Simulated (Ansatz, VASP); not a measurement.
**One calculation of AlRu, two programs**

INCAR

```
SYSTEM = AlRu
ALGO = Normal
EDIFF = 1E-7
ENCUT = 520
GGA = PE
ISIF = 2
ISMEAR = -1
LASPH = .True.
LCHARG = .False.
LREAL = .False.
LWAVE = .False.
NBANDS = 16
NELM = 60
PREC = Accurate
SIGMA = 0.05
```

File KPOINTS:

```
k-points
0
Gamma
  12 12 12
  0 0 0
```

Contents of POSCAR:

```
AlRu
1.0
    2.9715215427      0.0000000000      0.0000000000
    0.0000000000      2.9715215427      0.0000000000
    0.0000000000      0.0000000000      2.9715215427
Al Ru
1 1
Direct
    0.0000000000      0.0000000000      0.0000000000
    0.5000000000      0.5000000000      0.5000000000
```

Input for Ansatz:

```yaml
crystal:
  lattice:
    - [2.9715215427, 0.0, 0.0]
    - [0.0, 2.9715215427, 0.0]
    - [0.0, 0.0, 2.9715215427]
  atoms:
    - { symbol: Al, position: [0.0, 0.0, 0.0] }
    - { symbol: Ru, position: [0.5, 0.5, 0.5] }
kpoints:
  mp_grid: { grid: [12, 12, 12] }
scf:
  occupations: { method: fermi_dirac, width: 0.05 }
hamiltonian:
  xc: pbe
  pseudopotentials: { kind: all_electron, lapw: { basis_error: 0.001 } }
output:
  forces: true
  stress: true
  eigenvalues: true
```

Change from the starting cell: volume scaled by 0.98.

Alike in both runs: task single point; functional PBE; k mesh 12 × 12 × 12; occupations fermi-dirac, width 0.05 eV; no spin polarisation.

```csv
,VASP,Ansatz
version,VASP 6.6.1,Ansatz 0.2.0
potentials or method,"VASP PAW PBE potentials, release 64 (Al, Ru_pv), cutoff 520 eV","all-electron LAPW, scalar-relativistic"
```

|  | VASP | Ansatz | Ansatz less VASP |
| --- | --- | --- | --- |
| pressure (GPa) | 7.0 | 6.9 | -0.04 |

Ansatz ran all-electron here, and VASP with PAW potentials.
